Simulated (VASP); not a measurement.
Sn, 1 atom in the cell. The structure is cubic, space group Im-3m (No. 229). Conventional cell: a = 3.789 Å, b = 3.789 Å, c = 3.789 Å, α = 90.00°, β = 90.00°, γ = 90.00°. Sn (site symmetry m-3m) has 14 Sn at 3.28 to 3.79 Å within 4.3 Å. 

| Quantity | Value |
| --- | --- |
| Program | VASP 6.6.1 |
| Task | single point |
| Functional | PBE |
| Potentials or basis | VASP PAW PBE potentials, release 64 (Sn_d) |
| Cutoff | 500 eV |
| k mesh | 6 × 6 × 6 |
| Occupations | fermi-dirac, width 0.036 eV |
| Spin | no spin polarisation |
| Dipole correction | no |
| Further INCAR settings | ALGO = Normal; EDIFF = 1e-06; NBANDS = 13 |

Potentials or basis: VASP PAW PBE potentials, release 64 (Sn_d).

The run is started by

```sh
$ cat potpaw_PBE.64/Sn_d/POTCAR > POTCAR
$ mpirun -np 1 vasp_std > vasp.out
```

Hardware: 1 thread of Intel Xeon 8259CL, with other jobs on the host.

Problem. How long does it take, and how much memory?

Solution. Run time: 7.3 s on 1 thread of Intel Xeon 8259CL, on a shared host, peak memory 0.14 GiB. Counts: scf iterations 10, k points 16.
